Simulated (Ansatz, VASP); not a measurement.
## Mo in VASP and in Ansatz

```xyz
1
Lattice="2.8176 0.0000 0.0000 -1.4088 2.4401 0.0000 0.0000 0.0000 2.5935" Properties=species:S:1:pos:R:3 pbc="T T T"
Mo    0.0000    0.0000    1.2968
```

Change from the starting cell: strain +0.030 along x and y, +0.015 along z, atoms carried along.

Alike in both runs: task single point; functional r2SCAN; k mesh 18 × 18 × 18; occupations gaussian, width 0.15 eV; no spin polarisation.

```csv
,VASP,Ansatz
version,VASP 6.6.1,Ansatz 0.2.0
potentials or method,"VASP PAW PBE potentials, release 64 (Mo_sv), cutoff 520 eV","scalar-relativistic, plane waves, PAW"
valence electrons in the cell,14,14
```

VASP gave:

| Quantity | Value |
| --- | --- |
| gap on the k mesh at the Fermi level (eV) | none |
| pressure (GPa) | -12.9 |
| traceless stress, the component that is largest in VASP (GPa) | 0.20 |

Problem. Estimate Ansatz's values.

Solution. gap on the k mesh at the Fermi level (eV): none; pressure (GPa): -13.7; traceless stress, the component that is largest in VASP (GPa): 0.06.

VASP's potentials were made for PBE, not for r2SCAN. A gap of «none» marks a metal or a gap that the smearing closes. With one functional, cell and mesh, what is left measures potentials, basis and numerics.
